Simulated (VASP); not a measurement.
**Na4Li7S2Cl7: single point with PBE+D3(BJ)**

The system is Na4Li7S2Cl7.

```xyz
20
Lattice="7.4729 0.0416 -0.1085 0.0416 7.3695 -0.0643 -0.1085 -0.0643 7.5562" Properties=species:S:1:pos:R:3 pbc="T T T"
Na    5.4177    3.3096    3.5302
Na    6.5891    6.4417    3.5305
Na    3.0682    5.5569    6.3177
Na    6.5735    0.2039   -0.4154
S     4.6167    4.4385    1.3145
S     1.0077    2.8231    0.9501
Li    8.5220    1.1637    2.2744
Li    3.8184    6.5237    2.0206
Li    2.2411    4.2870    2.1746
Li    6.6679    3.9594    0.3783
Li    3.4961    2.2513    0.3840
Li    0.5447    3.0572    5.8969
Li    3.3355    1.1664    4.3995
Cl    6.2799    5.1398    5.7073
Cl    4.2722    0.8184    6.4423
Cl   -0.4202    1.4941    4.7274
Cl    4.8498    0.9545    2.4294
Cl    1.4399    6.7230    0.7228
Cl    2.6274    3.3490    4.3117
Cl    1.9192    6.7984    4.1322
```

```json
{
 "Program": "VASP 6.6.1",
 "Task": "single point",
 "Functional": "PBE",
 "Dispersion": "D3(BJ)",
 "Potentials or basis": "VASP PAW PBE potentials, release 64 (Na_pv, S, Li_sv, Cl)",
 "Cutoff": "520 eV",
 "k mesh": "1 × 1 × 1, shifted",
 "Occupations": "fermi-dirac, width 0.062 eV",
 "Spin": "no spin polarisation"
}
```

| Property | Result |
| --- | --- |
| Largest force | 0.994 eV/Å |
| Band gap on the k mesh | 3.98 eV |
| Dispersion energy per atom | -0.204 eV |

Forces on the atoms (eV/Å):
```
Na  -0.018  0.046  0.234
Na   0.182  0.140 -0.244
Na   0.153 -0.040  0.207
Na   0.938 -0.038  0.198
S   -0.384  0.539 -0.097
S    0.377 -0.070 -0.917
Li   0.027 -0.196  0.288
Li  -0.673 -0.547 -0.356
Li   0.200  0.099 -0.105
Li  -0.614  0.521 -0.002
Li  -0.297  0.475  0.516
Li   0.449  0.181  0.297
Li   0.042 -0.003  0.061
Cl   0.098 -0.664 -0.038
Cl  -0.822  0.045 -0.240
Cl   0.043  0.157  0.081
Cl  -0.181  0.001 -0.184
Cl   0.155 -0.369  0.318
Cl  -0.105  0.055  0.511
Cl   0.430 -0.330 -0.529
```

Levels at points of the mesh, in eV from the valence-band top:
| k point | band 53 | band 54 | band 55 | band 56 | band 57 | band 58 |
| --- | --- | --- | --- | --- | --- | --- |
| (0.25, 0.25, 0.25) | -0.21 | -0.06 | 0.00 | 3.98 | 4.73 | 4.94 |

Wall time 54 s on 1 thread of Intel(R) Xeon(R) Platinum 8488C (Sapphire Rapids), on a shared host, peak memory 0.46 GiB.

Caveat: the k points lie up to 0.85 Å⁻¹ apart.
